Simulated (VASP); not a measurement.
A run of VASP 6.6.1:

Contents of POSCAR:

```
NaCl
1.0
    3.5308124840      0.0000000000      0.0000000000
    0.0000000000      3.5308124840      0.0000000000
    0.0000000000      0.0000000000      3.5308124840
Na Cl
1 1
Direct
    0.0000000000      0.0000000000      0.0000000000
    0.5000000000      0.5000000000      0.5000000000
```

Contents of INCAR.step1:

```
SYSTEM = NaCl
ALGO = Normal ; EDIFF = 1E-4
ENCUT = 520 ; GGA = PE
ISMEAR = 0 ; LASPH = .True.
LCHARG = .False. ; LREAL = .False.
LWAVE = .True. ; NBANDS = 14
NELM = 80 ; PREC = Accurate
SIGMA = 0.01
```

Contents of INCAR.step2:

```
SYSTEM = NaCl
ALGO = Normal ; EDIFF = 1E-6
ENCUT = 520 ; ISIF = 2
ISMEAR = 0 ; ISTART = 1
LASPH = .True. ; LCHARG = .True.
LELF = .True. ; LMIXTAU = .True.
LREAL = .False. ; LVHAR = .True.
LWAVE = .False. ; METAGGA = R2SCAN
NBANDS = 14 ; NELM = 80
PREC = Accurate ; SIGMA = 0.01
```

KPOINTS

```
k-points
0
Gamma
  8 8 8
  0 0 0
```

Potentials or basis: VASP PAW PBE potentials, release 64 (Na_pv, Cl).

The run is started by

```console
$ cat potpaw_PBE.64/Na_pv/POTCAR potpaw_PBE.64/Cl/POTCAR > POTCAR
$ cp INCAR.step1 INCAR
$ mpirun -np 1 vasp_std > vasp.out
$ cp INCAR.step2 INCAR
$ mpirun -np 1 vasp_std > vasp.out
```

Hardware: 1 thread of Intel Xeon 6975P-C, on a shared host.

Task: Estimate the wall time of this run.

Result: It took 50 s on 1 thread of Intel Xeon 6975P-C, on a shared host, peak memory 0.16 GiB. Counts: k points 35.
